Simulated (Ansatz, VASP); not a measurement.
# CaO: VASP beside Ansatz

INCAR

```
SYSTEM = CaO
PREC = Accurate ; ENCUT = 520
EDIFF = 1E-7 ; ISMEAR = 0
SIGMA = 0.05 ; LREAL = .False.
LASPH = .True. ; NELM = 80
ALGO = Normal ; ISIF = 2
LWAVE = .False. ; LCHARG = .False.
GGA = PS ; NBANDS = 24
```

Contents of KPOINTS:

```
regular mesh
0
Gamma
  9 9 6
  0 0 0
```

File POSCAR:

```
CaO
1.0
    3.9121363080      0.0000000000      0.0000000000
   -1.9560681540      3.5262955248      0.0000000000
    0.0000000000      0.0000000000      4.7848400100
Ca O
2 2
Direct
    0.3333333333      0.6666666667      0.7500000000
    0.6666666667      0.3333333333      0.2500000000
    0.3333333333      0.6666666667      0.2500000000
    0.6666666667      0.3333333333      0.7500000000
```

Input for Ansatz:

```yaml
crystal:
  lattice:
    - [3.912136308, 0.0, 0.0]
    - [-1.956068154, 3.5262955248, 0.0]
    - [0.0, 0.0, 4.78484001]
  atoms:
    - { symbol: Ca, position: [0.3333333333, 0.6666666667, 0.75] }
    - { symbol: Ca, position: [0.6666666667, 0.3333333333, 0.25] }
    - { symbol: O, position: [0.3333333333, 0.6666666667, 0.25] }
    - { symbol: O, position: [0.6666666667, 0.3333333333, 0.75] }
basis:
  ecutwfc: 420
kpoints:
  mp_grid: { grid: [9, 9, 6] }
hamiltonian:
  xc: pbesol
scf:
  occupations: { method: gaussian, width: 0.05 }
output:
  forces: true
  stress: true
  eigenvalues: true
```

Change from the starting cell: strain -0.0200 x Voigt [1, -1, 0, 0, 0, 0], atoms carried along.

Alike in both runs: task single point; functional PBEsol; k mesh 9 × 9 × 6; occupations gaussian, width 0.05 eV; no spin polarisation.

```csv
,VASP,Ansatz
version,VASP 6.6.1,Ansatz 0.2.0
potentials or method,"VASP PAW PBE potentials, release 64 (Ca_sv, O), cutoff 520 eV","scalar-relativistic, plane waves, PAW"
valence electrons in the cell,32,32
```

|  | VASP | Ansatz | Ansatz less VASP |
| --- | --- | --- | --- |
| gap on the k mesh at the Fermi level (eV) | 3.04 | 3.05 | +0.012 |
| least direct gap on the mesh (eV) | 3.04 | 3.05 | +0.012 |
| pressure (GPa) | -1.8 | -2.3 | -0.49 |
| traceless stress, the component that is largest in VASP (GPa) | 1.65 | 1.63 | -0.022 |
| rms of the force components (eV/Å) | 0.113 | 0.107 | -0.0063 |

VASP's potentials were made for PBE, not for PBEsol. Atom by atom the forces differ by 0.006 eV/Å (rms over components).
